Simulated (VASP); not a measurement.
# Tl: relaxation of cell and atoms with r2SCAN

Crystal: Tl.

```
CELL_PARAMETERS angstrom
0.00000 2.38064 2.38064
2.38064 0.00000 2.38064
2.38064 2.38064 0.00000
ATOMIC_POSITIONS crystal
Tl 0.00000 0.00000 0.00000
```

This isn't the form of Tl at room conditions, which is hcp.

```
Program                : VASP 6.6.1
Task                   : relaxation of cell and atoms
Functional             : r2SCAN
Potentials or basis    : VASP PAW PBE potentials, release 64 (Tl_d)
Cutoff                 : 600 eV
k mesh                 : 16 × 16 × 16
Occupations            : gaussian, width 0.1 eV
Spin                   : no spin polarisation
Dipole correction      : no
Further INCAR settings : ALGO = Normal; EDIFF = 1e-06; IBRION = 2; EDIFFG = -0.01; NSW = 80; ISIF = 3
```

- Relaxed volume: 29.74 Å³/atom
- Relaxed cell: a = 3.478 Å, b = 3.478 Å, c = 3.478 Å, α = 60.00°, β = 60.00°, γ = 60.00°
- Space group after relaxing (to 0.1 Å): Fm-3m (No. 225)
- Energy gained by relaxing: 32.7 meV/atom
- Ionic steps: 4
- Pressure after relaxing: 0.0 GPa
- Band gap on the k mesh: zero (an odd number of electrons rules out a gap without spin polarisation)

Step by step:
```tsv
step	energy change (eV)	largest force (eV/Å)	pressure (GPa)	volume (Å³)
1	0.0000	0.0000	4.20	26.98
2	-0.0327	0.0000	-0.19	29.84
3	-0.0327	0.0000	0.08	29.68
4	-0.0327	0.0000	0.02	29.74
```

Final structure:
```xyz
1
Lattice="0.0000 2.4590 2.4590 2.4590 0.0000 2.4590 2.4590 2.4590 0.0000" Properties=species:S:1:pos:R:3 pbc="T T T"
Tl    0.0000    0.0000    0.0000
```

Levels at points of the mesh, in eV from the Fermi level:
```csv
k point,band 3,band 4,band 5,band 6,band 7,band 8,band 9,band 10
"(0.00, 0.00, 0.00)",-12.15,-11.89,-11.89,-10.21,10.25,10.25,10.25,11.53
"(0.50, 0.00, 0.00)",-12.14,-11.65,-11.65,-5.62,-2.82,8.19,8.19,10.95
"(0.50, 0.50, 0.00)",-11.67,-11.59,-11.59,-3.93,-1.77,4.09,4.09,7.79
```

It took 13 min on 1 thread of Intel Xeon 8259CL, on a shared host, peak memory 0.21 GiB.

Caveat: the PAW data sets were made with another functional, which shifts forces and pressure a little; spin-orbit coupling is left out, which moves the levels of the heavy elements. Zero-point motion and thermal expansion aren't in these numbers.
